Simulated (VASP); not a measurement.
Set up this calculation in VASP 6.6.1, as the native input.

```
Task                   : single point
Functional             : PBE
Potentials or basis    : VASP PAW PBE potentials, release 64 (Li_sv, Tm_3, H), 4f in core
Cutoff                 : 750 eV
k mesh                 : 4 × 4 × 4
Occupations            : gaussian, width 0.15 eV
Spin                   : no spin polarisation
Dipole correction      : no
Further INCAR settings : ALGO = Normal; EDIFF = 1e-06; NBANDS = 17
```

The structure of LiTmH4 lies in POSCAR:

```
LiTmH4
1.0
   -2.3899210381      2.3899210381      2.7546516905
    2.3899210381     -2.3899210381      2.7546516905
    2.3899210381      2.3899210381     -2.7546516905
Li Tm H
1 1 4
Direct
    0.2622494072      0.2622494072      0.0000000000
    0.7619958641      0.7619958641      0.0000000000
    0.2619086289      0.2619086289      0.5002981135
    0.7616105154      0.7616105154      0.4997018865
    0.2619086289      0.7616105154      0.0000000000
    0.7616105154      0.2619086289      0.0000000000
```

The cell was generated, and may not be a known phase.

These files were run (other wordings do the same):

INCAR

```
SYSTEM = LiTmH4
PREC = Accurate
ENCUT = 750
EDIFF = 1E-6
ISMEAR = 0
SIGMA = 0.15
LREAL = .False.
LASPH = .True.
NELM = 200
ALGO = Normal
ISIF = 2
LWAVE = .False.
LCHARG = .False.
GGA = PE
NBANDS = 17
GGA_COMPAT = .False.
LMAXMIX = 6
```

KPOINTS

```
Automatic mesh
0
Gamma
  4 4 4
  0 0 0
```

Potentials or basis: VASP PAW PBE potentials, release 64 (Li_sv, Tm_3, H), 4f in core.

The run is started by

```console
$ cat potpaw_PBE.64/Li_sv/POTCAR potpaw_PBE.64/Tm_3/POTCAR potpaw_PBE.64/H/POTCAR > POTCAR
$ mpirun -np 1 vasp_std > vasp.out
```

It gave:

| Item | Value |
| --- | --- |
| Pressure | 0.3 GPa |
| Largest force | 0.004 eV/Å |
| Band gap on the k mesh | 0.64 eV (least direct gap 0.67 eV) |

Caveat: the k points lie up to 0.44 Å⁻¹ apart; spin-orbit coupling is left out, which moves the levels of the heavy elements; the 4f electrons are frozen in the core, so they carry no moment and show no levels.

It took 31 s on 1 thread of Intel Xeon 8259CL, on a shared host, peak memory 0.25 GiB.
